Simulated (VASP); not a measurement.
# Co (Fm-3m) in VASP: single point with PBE+U

Aim: the single point of Co with PBE+U.

All numbers are computed with VASP 6.6.1; they aren't measurements. Logs are shortened: lines on timing, memory, paths and dates and some standing lists are left out, and cuts for length are marked.

### 1 The cell of the first run

Symmetry: Fm-3m, No. 225, cubic system. The conventional cell has a = 3.589 Å, b = 3.589 Å, c = 3.589 Å, α = 90.00°, β = 90.00°, γ = 90.00°. Within 3.3 Å of Co (site symmetry m-3m) lie 12 Co at 2.54 Å.

This isn't the form of Co at room conditions, which is hcp.

### 2 Single point, PBE+U, collinear spin, ferromagnetic start

INCAR reads:

```
PREC = Accurate
ENCUT = 690
EDIFF = 1E-6
ISMEAR = -1
SIGMA = 0.05
LREAL = False
LASPH = True
NELM = 200
ALGO = Normal
ISIF = 2
LWAVE = False
LCHARG = True
ISPIN = 2
MAGMOM = 0.6 0.6
LORBIT = 11
LMAXMIX = 4
LDAU = True
LDAUTYPE = 2
LDAUL = 2
LDAUU = 2.7
LDAUJ = 0
LDAUPRINT = 1
GGA = PE
LELF = True
LVHAR = True
NBANDS = 28
GGA_COMPAT = False
```

KPOINTS reads:

```
regular mesh
0
Gamma
  6 12 12
```

POSCAR reads:

```
Co
1.0
    0.0000000000      3.5890000000      3.5890000000
    1.7945000000      0.0000000000      1.7945000000
    1.7945000000      1.7945000000      0.0000000000
Co
2
Direct
    0.0000000000      0.0000000000      0.0000000000
    0.5000000000      0.0000000000      0.0000000000
```

Potentials or basis: VASP PAW PBE potentials, release 64 (Co_sv).

Launch:

```
$ cat potpaw_PBE.64/Co_sv/POTCAR > POTCAR
$ mpirun -np 1 vasp_std > vasp.out
```

OUTCAR:

```text
PREC = Accurate
   ENCUT = 690
   EDIFF = 1E-6
   ISMEAR = -1
   LREAL = False
   LASPH = True
   NELM = 200
   ISIF = 2
   ISPIN = 2
   LORBIT = 11
   GGA = PE

 ion  position               nearest neighbor table
   1  0.000  0.000  0.000-   2 2.54   2 2.54   2 2.54   2 2.54   2 2.54   2 2.54
   2  0.500  0.000  0.000-   1 2.54   1 2.54   1 2.54   1 2.54   1 2.54   1 2.54

  LATTYP: Found a trigonal (rhomboedric) cell.
 ALAT       =     4.3956093434
 COS(alpha) =     0.8333333333

  Lattice vectors:

 A1 = (   1.7945000000,  -1.7945000000,  -3.5890000000)
 A2 = (   3.5890000000,  -1.7945000000,  -1.7945000000)
 A3 = (   1.7945000000,  -3.5890000000,  -1.7945000000)

Analysis of symmetry for initial positions (statically):
=====================================================================
 Subroutine PRICEL returns following result:

  LATTYP: Found a face centered cubic cell.
 ALAT       =     3.5890000000
[... 12 lines left out ...]
 Subroutine GETGRP returns: Found 12 space group operations
 (whereof 12 operations were pure point group operations)
 out of a pool of 12 trial point group operations.

The static configuration has the point symmetry D_3d.

Analysis of symmetry for dynamics (positions and initial velocities):
=====================================================================
 Subroutine PRICEL returns following result:

  LATTYP: Found a face centered cubic cell.
 ALAT       =     3.5890000000
[... 12 lines left out ...]
 Subroutine GETGRP returns: Found 12 space group operations
 (whereof 12 operations were pure point group operations)
 out of a pool of 12 trial point group operations.

The dynamic configuration has the point symmetry D_3d.

Analysis of structural, dynamic, and magnetic symmetry:
=====================================================================
 Subroutine PRICEL returns following result:

  LATTYP: Found a face centered cubic cell.
 ALAT       =     3.5890000000
[... 12 lines left out ...]
 Subroutine GETGRP returns: Found 12 space group operations
 (whereof 12 operations were pure point group operations)
 out of a pool of 12 trial point group operations.

The overall configuration has the point symmetry D_3d.

 Subroutine INISYM returns: Found 12 space group operations
 (whereof 12 operations are pure point group operations),
 and found     2 'primitive' translations

----------------------------------------------------------------------------------------

                                     Primitive cell

  volume of cell :      11.5574

  direct lattice vectors                    reciprocal lattice vectors
     0.000000000  1.794500000  1.794500000    -0.278629145  0.278629145  0.278629145
     1.794500000  0.000000000  1.794500000     0.278629145 -0.278629145  0.278629145
     1.794500000  1.794500000  0.000000000     0.278629145  0.278629145 -0.278629145

  length of vectors
     2.537806238  2.537806238  2.537806238     0.482599835  0.482599835  0.482599835

  position of ions in fractional coordinates (direct lattice)
     0.000000000  0.000000000  0.000000000

  ion indices of the primitive-cell ions
   primitive index   ion index
                 1           1

----------------------------------------------------------------------------------------

 KPOINTS: regular mesh

Automatic generation of k-mesh.
 Grid dimensions read from file:
 generate k-points for:    6   12   12

 Generating k-lattice:

  Cartesian coordinates                     Fractional coordinates (reciprocal lattice)
    -0.023219095  0.023219095  0.023219095     0.166666667  0.000000000  0.000000000
     0.023219095 -0.023219095  0.023219095     0.000000000  0.083333333  0.000000000
     0.023219095  0.023219095 -0.023219095     0.000000000  0.000000000  0.083333333

  Length of vectors
     0.040216653  0.040216653  0.040216653

  Shift w.r.t. Gamma in fractional coordinates (k-lattice)
     0.000000000  0.000000000  0.000000000

 -----------------------------------------------------------------------------
|                                                                             |
[... 75 lines left out ...]
   POTIM  = 0.5000    time-step for ionic-motion
   TEBEG  =    0.0;   TEEND  =   0.0 temperature during run
   PSTRESS=    0.0 pullay stress
   NELECT =      34.0000    total number of electrons
   NUPDOWN=      -1.0000    fix difference up-down
   EMIN   =  10.00;   EMAX   =-10.00  energy-range for DOS
   EFERMI =   0.00;   METHOD = LEGACY
   ISMEAR =    -1;   SIGMA  =   0.05  broadening in eV -4-tet -1-fermi 0-gaus
   EFERMI_NEDOS =   21; number of points for ismear=-14 and -15
   IALGO  =     38    algorithm
   IMIX   =      4    mixing-type and parameters
     AMIX     =   0.40;   BMIX     =  1.00
     AMIX_MAG =   1.60;   BMIX_MAG =  1.00
  volume/ion in A,a.u.               =      11.56        77.99
  Fermi-wavevector in a.u.,A,eV,Ry     =   1.861820  3.518330 47.162874  3.466373
  Thomas-Fermi vector in A             =   2.909529
   LORBIT       =     11    0 simple, 1 ext, 2 COOP (PROOUT), +10 PAW based schemes
 LDA+U is selected, type is set to LDAUTYPE =  2
   angular momentum for each species LDAUL =     2
   U (eV)           for each species LDAUU =   2.7
   J (eV)           for each species LDAUJ =   0.0
   GGA     = PE    functional components
   LHFCALC =     F    Hartree Fock is set to
   AEXX    =    0.0000 exact exchange contribution
   IVDW    =     0    specifies the selected vdW correction
   LEPSILON=     F    determine dielectric tensor
   LRPA    =     F    only Hartree local field effects (RPA)
 spin polarized calculation
  energy-cutoff  :      690.00
  volume of cell :       23.11
 maximum number of plane-waves:      1007
 NGX is ok and might be reduce to    48
   NGX = 21   NGY = 11   NGZ = 11

atom =   1  type =  1  l = 2

 onsite density matrix

spin component  1

  0.8613  0.0000  0.0000 -0.0000 -0.0000
  0.0000  0.8613  0.0000  0.0000 -0.0000
  0.0000  0.0000  0.8860 -0.0000  0.0000
 -0.0000  0.0000 -0.0000  0.8613 -0.0000
 -0.0000 -0.0000  0.0000 -0.0000  0.8860

spin component  2

  0.6434  0.0000  0.0000 -0.0000 -0.0000
  0.0000  0.6434  0.0000  0.0000 -0.0000
  0.0000  0.0000  0.2304 -0.0000  0.0000
 -0.0000  0.0000 -0.0000  0.6434 -0.0000
 -0.0000 -0.0000  0.0000 -0.0000  0.2304

 occupancies and eigenvectors

  o =  0.2304  v =  0.0000  0.0000  0.0000  0.0000  0.0000 -0.0000 -0.0000  0.9933  0.0000 -0.1154      0.0000  0.0000  0.0000  0.0000  0.0000  0.0000  0.0000  0.0000  0.0000  0.0000
  o =  0.2304  v =  0.0000  0.0000  0.0000  0.0000  0.0000 -0.0000  0.0000  0.1154  0.0000  0.9933      0.0000  0.0000  0.0000  0.0000  0.0000  0.0000  0.0000  0.0000  0.0000  0.0000
  o =  0.6434  v =  0.0000  0.0000  0.0000  0.0000  0.0000 -0.5774  0.5774  0.0000 -0.5774  0.0000      0.0000  0.0000  0.0000  0.0000  0.0000  0.0000  0.0000  0.0000  0.0000  0.0000
  o =  0.6434  v =  0.0000  0.0000  0.0000  0.0000  0.0000 -0.6404  0.1184 -0.0000  0.7588 -0.0000      0.0000  0.0000  0.0000  0.0000  0.0000  0.0000  0.0000  0.0000  0.0000  0.0000
  o =  0.6434  v =  0.0000  0.0000  0.0000  0.0000  0.0000  0.5065  0.8079  0.0000  0.3014 -0.0000      0.0000  0.0000  0.0000  0.0000  0.0000  0.0000  0.0000  0.0000  0.0000  0.0000
  o =  0.8613  v =  0.5774 -0.5774  0.0000  0.5774 -0.0000  0.0000  0.0000  0.0000  0.0000  0.0000      0.0000  0.0000  0.0000  0.0000  0.0000  0.0000  0.0000  0.0000  0.0000  0.0000
  o =  0.8613  v =  0.0471  0.7295 -0.0000  0.6824  0.0001  0.0000  0.0000  0.0000  0.0000  0.0000      0.0000  0.0000  0.0000  0.0000  0.0000  0.0000  0.0000  0.0000  0.0000  0.0000
  o =  0.8613  v = -0.8151 -0.3668  0.0001  0.4484  0.0000  0.0000  0.0000  0.0000  0.0000  0.0000      0.0000  0.0000  0.0000  0.0000  0.0000  0.0000  0.0000  0.0000  0.0000  0.0000
  o =  0.8860  v =  0.0000  0.0000  1.0000 -0.0000 -0.0000  0.0000  0.0000  0.0000  0.0000  0.0000      0.0000  0.0000  0.0000  0.0000  0.0000  0.0000  0.0000  0.0000  0.0000  0.0000
  o =  0.8860  v =  0.0000 -0.0000  0.0000 -0.0000  1.0000  0.0000  0.0000  0.0000  0.0000  0.0000      0.0000  0.0000  0.0000  0.0000  0.0000  0.0000  0.0000  0.0000  0.0000  0.0000

atom =   2  type =  1  l = 2

 onsite density matrix

spin component  1

  0.8613  0.0000  0.0000 -0.0000 -0.0000
  0.0000  0.8613  0.0000  0.0000 -0.0000
  0.0000  0.0000  0.8860 -0.0000 -0.0000
 -0.0000  0.0000 -0.0000  0.8613 -0.0000
 -0.0000 -0.0000 -0.0000 -0.0000  0.8860

spin component  2

  0.6434  0.0000  0.0000 -0.0000 -0.0000
  0.0000  0.6434  0.0000  0.0000 -0.0000
  0.0000  0.0000  0.2304 -0.0000 -0.0000
 -0.0000  0.0000 -0.0000  0.6434 -0.0000
 -0.0000 -0.0000 -0.0000 -0.0000  0.2304

 occupancies and eigenvectors

  o =  0.2304  v =  0.0000  0.0000  0.0000  0.0000  0.0000 -0.0000 -0.0000  0.9973  0.0000  0.0731      0.0000  0.0000  0.0000  0.0000  0.0000  0.0000  0.0000  0.0000  0.0000  0.0000
  o =  0.2304  v =  0.0000  0.0000  0.0000  0.0000  0.0000  0.0000  0.0000 -0.0731  0.0000  0.9973      0.0000  0.0000  0.0000  0.0000  0.0000  0.0000  0.0000  0.0000  0.0000  0.0000
  o =  0.6434  v =  0.0000  0.0000  0.0000  0.0000  0.0000 -0.5774  0.5774  0.0000 -0.5774  0.0000      0.0000  0.0000  0.0000  0.0000  0.0000  0.0000  0.0000  0.0000  0.0000  0.0000
  o =  0.6434  v =  0.0000  0.0000  0.0000  0.0000  0.0000 -0.6191  0.1515 -0.0000  0.7706 -0.0000      0.0000  0.0000  0.0000  0.0000  0.0000  0.0000  0.0000  0.0000  0.0000  0.0000
  o =  0.6434  v =  0.0000  0.0000  0.0000  0.0000  0.0000  0.5323  0.8023  0.0000  0.2700 -0.0000      0.0000  0.0000  0.0000  0.0000  0.0000  0.0000  0.0000  0.0000  0.0000  0.0000
  o =  0.8613  v =  0.5774 -0.5774  0.0000  0.5774 -0.0000  0.0000  0.0000  0.0000  0.0000  0.0000      0.0000  0.0000  0.0000  0.0000  0.0000  0.0000  0.0000  0.0000  0.0000  0.0000
  o =  0.8613  v = -0.7987 -0.5461  0.0001  0.2526 -0.0000  0.0000  0.0000  0.0000  0.0000  0.0000      0.0000  0.0000  0.0000  0.0000  0.0000  0.0000  0.0000  0.0000  0.0000  0.0000
  o =  0.8613  v = -0.1694  0.6070  0.0000  0.7764  0.0001  0.0000  0.0000  0.0000  0.0000  0.0000      0.0000  0.0000  0.0000  0.0000  0.0000  0.0000  0.0000  0.0000  0.0000  0.0000
  o =  0.8860  v =  0.0000  0.0000  1.0000 -0.0000 -0.0000  0.0000  0.0000  0.0000  0.0000  0.0000      0.0000  0.0000  0.0000  0.0000  0.0000  0.0000  0.0000  0.0000  0.0000  0.0000
  o =  0.8860  v =  0.0000 -0.0000  0.0000 -0.0000  1.0000  0.0000  0.0000  0.0000  0.0000  0.0000      0.0000  0.0000  0.0000  0.0000  0.0000  0.0000  0.0000  0.0000  0.0000  0.0000

 number of electron      33.9999966 magnetization       3.6362504

 Free energy of the ion-electron system (eV)
  ---------------------------------------------------
  ext. energy  EPLUGINS =         0.00000000
  ---------------------------------------------------
  free energy    TOTEN  =        -9.46449768 eV

  energy without entropy =       -9.45420866  energy(sigma->0) =       -9.45935317

 E-fermi :  11.3694     XC(G=0): -13.4720

 val. band max:       11.3641700305   @ k =   0.0000  -0.4167   0.2500
 cond. band min:      11.4000068010   @ k =   0.3333   0.1667   0.0000
 fundamental gap:      0.0358367705
 Fermi energy:        11.3693871460

 spin component 1

 k-point     1 :       0.0000    0.0000    0.0000
  band No.  band energies     occupation
      1     -84.8657      1.00000
      2     -84.8247      1.00000
      3     -48.2297      1.00000
      4     -48.0115      1.00000
      5     -48.0115      1.00000
      6     -47.9759      1.00000
[... 1481 lines left out ...]
     27      32.9497      0.00000
     28      36.0714      0.00000

 [... further k-points ...]
[... 5 lines left out ...]
  --------------------------------------------------------------------------------------
  -------------------------------------------------------------------------------------
  Total       -0.6112584     -0.6112584     -0.6112584      0.0000058     -0.0000058      0.0000058
  in kB      -42.3686873    -42.3686873    -42.3686873      0.0004020     -0.0004020      0.0004020
  external PRESSURE =     -42.3686873 kB  Pullay stress =       0.0000000 kB

 VOLUME and BASIS-vectors are now :
 -----------------------------------------------------------------------------
  energy-cutoff  :      690.00
  volume of cell :       23.11
      direct lattice vectors                 reciprocal lattice vectors
     0.000000000  3.589000000  3.589000000    -0.139314572  0.139314572  0.139314572
     1.794500000  0.000000000  1.794500000     0.278629145 -0.278629145  0.278629145
     1.794500000  1.794500000  0.000000000     0.278629145  0.278629145 -0.278629145

 POSITION                                       TOTAL-FORCE (eV/Angst)
 -----------------------------------------------------------------------------------
      0.00000      0.00000      0.00000        -0.000000      0.000000      0.000000
      0.00000      1.79450      1.79450         0.000000     -0.000000     -0.000000
 -----------------------------------------------------------------------------------
    total drift:                                0.000000      0.000000      0.000000

  FREE ENERGIE OF THE ION-ELECTRON SYSTEM (eV)
  ---------------------------------------------------
  free  energy   TOTEN  =        -9.4644976806 eV

  energy  without entropy=       -9.4542086565  energy(sigma->0) =       -9.45935317

 total charge

# of ion       s       p       d       tot
------------------------------------------
    1        2.233   6.104   6.718  15.056
    2        2.233   6.104   6.718  15.056
--------------------------------------------------
tot          4.466  12.209  13.437  30.111

 magnetization (x)

# of ion       s       p       d       tot
------------------------------------------
    1       -0.002  -0.017   1.963   1.943
    2       -0.002  -0.017   1.963   1.943
--------------------------------------------------
tot         -0.005  -0.035   3.926   3.886
```

Wall time 4.2 min (1 thread of Intel Xeon Platinum 8259CL at 2.50GHz (Skylake/Cascade Lake), shared host); peak memory 0.28 GiB.

Results:

* Free energy: -9.4645 eV
* Pressure: -4.2 GPa
* Net moment: 3.64 μB per cell
* Site moments: Co +1.94 μB
* Valence electrons inside the program's atomic spheres: Co 15.06

Levels at points of the mesh, in eV from the Fermi level:
Spin up:
```csv
k point,band 16,band 17,band 18,band 19,band 20,band 21,band 22,band 23
"(0.00, 0.00, 0.00)",-3.06,-3.06,-1.90,-1.90,-0.49,5.12,20.82,22.23
"(0.50, 0.00, 0.00)",-3.56,-2.66,-2.66,-2.66,-2.66,13.56,13.56,22.34
"(0.00, 0.50, 0.00)",-1.90,-1.50,-1.50,-0.49,2.17,5.12,8.32,13.98
"(0.50, 0.50, 0.00)",-3.13,-1.79,-1.79,1.60,1.60,7.86,7.86,13.59
```
Spin down:
```csv
k point,band 12,band 13,band 14,band 15,band 16,band 17,band 18,band 19
"(0.00, 0.00, 0.00)",-1.46,-1.46,-0.90,-0.89,-0.67,1.42,1.42,1.56
"(0.50, 0.00, 0.00)",-1.98,-1.03,-1.03,-1.03,-1.03,1.28,1.28,1.28
"(0.00, 0.50, 0.00)",-0.90,-0.89,-0.67,0.80,0.80,1.56,1.56,2.08
"(0.50, 0.50, 0.00)",-2.49,-1.29,-1.29,-0.02,-0.02,1.75,1.75,3.15
```

Eigenvalues of the final occupation matrices:
```
    site  spin  trace               eigenvalues
site 1 d     1   4.36  0.86 0.86 0.86 0.89 0.89
site 1 d     2   2.39  0.23 0.23 0.64 0.64 0.64
site 2 d     1   4.36  0.86 0.86 0.86 0.89 0.89
site 2 d     2   2.39  0.23 0.23 0.64 0.64 0.64
```

Caveat: the cell stands under tension; the U is typed as a test and isn't derived for this compound.
